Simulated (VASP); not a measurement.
A run of VASP 6.6.1 is set up as follows.

The input INCAR:

```
PREC = Accurate
ENCUT = 700
EDIFF = 1E-6
ISMEAR = -1
SIGMA = 0.05
LREAL = F
LASPH = T
NELM = 120
ALGO = Normal
ISIF = 2
LWAVE = F
LCHARG = T
GGA = PS
LELF = T
LVHAR = T
NBANDS = 46
GGA_COMPAT = F
```

Contents of KPOINTS:

```
regular mesh
0
Gamma
  7 7 7
```

Contents of POSCAR:

```
CuO
1.0
    4.1105392436      0.0000000000      0.0000000000
    0.0000000000      4.1105392436      0.0000000000
    0.0000000000      0.0000000000      3.8400643002
Cu O
3 3
Direct
    0.5000000000      0.0000000000      0.5000000000
    0.0000000000      0.5000000000      0.5000000000
    0.0000000000      0.0000000000      0.0000000000
    0.0000000000      0.0000000000      0.5000000000
    0.5000000000      0.0000000000      0.0000000000
    0.0000000000      0.5000000000      0.0000000000
```

Potentials or basis: VASP PAW PBE potentials, release 64 (Cu_sv_GW, O).

Run with:

```sh
$ cat potpaw_PBE.64/Cu_sv_GW/POTCAR potpaw_PBE.64/O/POTCAR > POTCAR
$ mpirun -np 1 vasp_std > vasp.out
```

Q: Estimate the pressure.

A: -2.7 GPa.

Stress tensor (GPa, compression positive):
```
-2.74  0.00  0.00
 0.00 -2.74  0.00
 0.00  0.00 -2.63
```

Caveat: the PAW data sets were made with another functional, which shifts forces and pressure a little; an odd number of electrons without spin polarisation forces a metal; a magnetic or distorted state may lie lower.
